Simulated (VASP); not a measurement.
# Hf: electric field gradients with PBE

The system is Hf.

```
Hf
1.0
     3.20732    0.00000    0.00000
    -1.60366    2.77762    0.00000
     0.00000    0.00000    5.07460
Hf
2
Direct
  0.33333 0.66667 0.25000
  0.66667 0.33333 0.75000
```

```json
{
 "Program": "VASP 6.6.1",
 "Task": "electric field gradients",
 "Functional": "PBE",
 "Potentials or basis": "VASP PAW PBE potentials, release 64 (Hf_pv)",
 "Cutoff": "520 eV",
 "k mesh": "13 × 13 × 7",
 "Occupations": "fermi-dirac, width 0.05 eV",
 "Spin": "no spin polarisation",
 "Dipole correction": "no",
 "Further INCAR settings": "ALGO = Normal; EDIFF = 1e-08; NBANDS = 17"
}
```

The pressure is -0.7 GPa and the band gap on the k mesh is zero (bands 10 and 11 overlap by 1.58 eV). The largest electric field gradient by atom is Hf +79.5 V/Å².

Stress tensor (GPa, compression positive):
```
-0.64  0.00  0.00
 0.00 -0.64  0.00
 0.00  0.00 -0.91
```

Levels at points of the mesh, in eV from the Fermi level:
```
           k point  band 8  band 9  band 10  band 11  band 12  band 13
(0.00, 0.00, 0.00)   -3.68    0.61     1.18     1.18     1.45     1.99
```

Electric field gradients, principal values (V/Å²):
| atom | least | middle | greatest (by size) |
| --- | --- | --- | --- |
| 1 Hf | -39.747 | -39.748 | 79.495 |
| 2 Hf | -39.747 | -39.748 | 79.495 |

Wall time 56 s on 1 thread of Intel Xeon 8259CL, on a shared host, peak memory 0.19 GiB.

Caveat: without QUAD_EFG the Cq values of the log hold for a quadrupole moment of 1 mb, not for the nuclei; spin-orbit coupling is left out, which moves the levels of the heavy elements.
